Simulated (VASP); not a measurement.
## Ba: single point with PBE

Ba:

```
CELL_PARAMETERS angstrom
-4.14253 4.14253 3.77749
4.14253 -4.14253 3.77749
4.14253 4.14253 -3.77749
ATOMIC_POSITIONS crystal
Ba 0.82349 0.67651 0.50000
Ba 0.17651 0.32349 0.50000
Ba 0.32349 0.82349 0.14698
Ba 0.67651 0.17651 0.85302
```

| Item | Value |
| --- | --- |
| Program | VASP 6.6.1 |
| Task | single point |
| Functional | PBE |
| Potentials or basis | VASP PAW PBE potentials, release 64 (Ba_sv) |
| Cutoff | 520 eV |
| k mesh | 8 × 8 × 8 |
| Occupations | gaussian, width 0.1 eV |
| Spin | no spin polarisation |
| Dipole correction | no |
| Further INCAR settings | ALGO = Fast; EDIFF = 1e-06; NBANDS = 28 |

```
Pressure               : 0.1 GPa
Largest force          : 0.003 eV/Å
Band gap on the k mesh : zero (band 20 reaches 1.77 eV, above the bottom of band 21 at 1.47 eV)
```

Forces on the atoms (eV/Å):
```
Ba  -0.002  0.002  0.000
Ba   0.002 -0.002  0.000
Ba   0.002  0.002  0.000
Ba  -0.002 -0.002  0.000
```

Levels at points of the mesh, in eV from the Fermi level:
| k point | band 16 | band 17 | band 18 | band 19 | band 20 | band 21 | band 22 | band 23 | band 24 | band 25 |
| --- | --- | --- | --- | --- | --- | --- | --- | --- | --- | --- |
| (0.00, 0.00, 0.00) | -13.92 | -2.71 | -0.43 | -0.40 | -0.14 | 0.21 | 0.21 | 0.88 | 1.19 | 1.42 |
| (0.50, 0.00, 0.00) | -13.97 | -1.17 | -1.17 | -0.52 | -0.52 | 0.19 | 0.19 | 0.94 | 0.94 | 1.12 |
| (0.50, 0.50, 0.00) | -13.94 | -1.50 | -1.05 | -0.04 | -0.02 | 0.05 | 0.11 | 0.11 | 1.06 | 1.11 |
| (0.50, 0.50, 0.50) | -13.94 | -0.96 | -0.81 | -0.81 | 0.14 | 0.26 | 0.59 | 0.59 | 0.82 | 1.09 |

It took 17 min on 1 thread of Intel(R) Xeon(R) Platinum 8259CL CPU @ 2.50GHz (Skylake/Cascade Lake) (shared host), peak memory 0.58 GiB.

Caveat: spin-orbit coupling is left out, which moves the levels of the heavy elements.
